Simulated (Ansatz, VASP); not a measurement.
Given: the input of a run of VASP 6.6.1 on Li2MnN2.

INCAR

```
SYSTEM = Li2MnN2
  ALGO = Normal
  EDIFF = 1E-7
  ENCUT = 520
  GGA = PE
  ISIF = 2
  ISMEAR = -1
  ISPIN = 2
  LASPH = .TRUE.
  LCHARG = .TRUE.
  LELF = .TRUE.
  LMAXMIX = 4
  LORBIT = 11
  LREAL = .FALSE.
  LVHAR = .TRUE.
  LWAVE = .FALSE.
  MAGMOM = 4 0 0 0 0
  NBANDS = 26
  NELM = 150
  PREC = Accurate
  SIGMA = 0.05
```

KPOINTS

```
k-points
0
G
  10 10 5
  0 0 0
```

POSCAR

```
Li2MnN2
1.0
    3.0263108743      0.0000000000      0.0000000000
   -1.5131554371      2.6208620969      0.0000000000
    0.0000000000      0.0000000000      5.4232150044
Mn N Li
1 2 2
Direct
    0.0000000000      0.0000000000      0.0000000000
    0.3333333333      0.6666666667      0.1993190000
    0.6666666667      0.3333333333      0.8006810000
    0.3333333333      0.6666666667      0.6462630000
    0.6666666667      0.3333333333      0.3537370000
```

Potentials or basis: VASP PAW PBE potentials, release 64 (Mn_pv, N, Li_sv).

The run is started by

```bash
$ cat potpaw_PBE.64/Mn_pv/POTCAR potpaw_PBE.64/N/POTCAR potpaw_PBE.64/Li_sv/POTCAR > POTCAR
$ mpirun -np 1 vasp_std > vasp.out
```

Translate it to Ansatz 0.2.0. Potentials there: Ansatz PAW.

As run (the cutoff follows the program's own potentials):

input.yaml

```yaml
crystal:
  lattice:
    - [3.0263108743, 0.0, 0.0]
    - [-1.5131554371, 2.6208620969, 0.0]
    - [0.0, 0.0, 5.4232150044]
  atoms:
    - { symbol: Mn, position: [0.0, 0.0, 0.0], spin: 4.0 }
    - { symbol: "N", position: [0.3333333333, 0.6666666667, 0.199319] }
    - { symbol: "N", position: [0.6666666667, 0.3333333333, 0.800681] }
    - { symbol: Li, position: [0.3333333333, 0.6666666667, 0.646263] }
    - { symbol: Li, position: [0.6666666667, 0.3333333333, 0.353737] }
hamiltonian:
  xc: pbe
  pseudopotentials: { kind: paw }
magnetization:
  spin_polarized: true
kpoints:
  mp_grid: { grid: [10, 10, 5] }
scf:
  occupations: { method: fermi_dirac, width: 0.05 }
output:
  forces: true
  stress: true
  eigenvalues: true
```

Potentials or basis: Ansatz PAW.

Run with:

```bash
$ ansatz run input.yaml --threads 2 --pin off --max-ram 5120MiB --backend cpu --events-out ev --progress --plain --runs-dir out
```

Both were run:

|  | VASP | Ansatz | Ansatz less VASP |
| --- | --- | --- | --- |
| gap on the k mesh at the Fermi level (eV) | 0.50 | 0.52 | +0.020 |
| least direct gap on the mesh (eV) | 0.77 | 0.81 | +0.038 |
| rms of the force components (eV/Å) | 0.011 | 0.019 | +0.0073 |
| net moment per atom (μB) | 0.60 | 0.60 | 0.000 |
| size of the moment on the site where the two differ most (μB) | 2.82 | 2.56 | -0.266 |

Site moments also hang on the region over which each program counts them. Atom by atom the forces differ by 0.007 eV/Å (rms over components). The functional is the same, so the differences come from potentials, cutoffs and numerics. VASP's potentials hold 29 valence electrons a cell and Ansatz's 31, so a difference there can come from the potentials and not from the codes.

Noted on VASP's run: the cutoff is short for stress, so the pressure is rough. Noted on Ansatz's run: odd divisions of the mesh miss points on the zone boundary, where band edges often lie, so the gap on the mesh can be too wide.
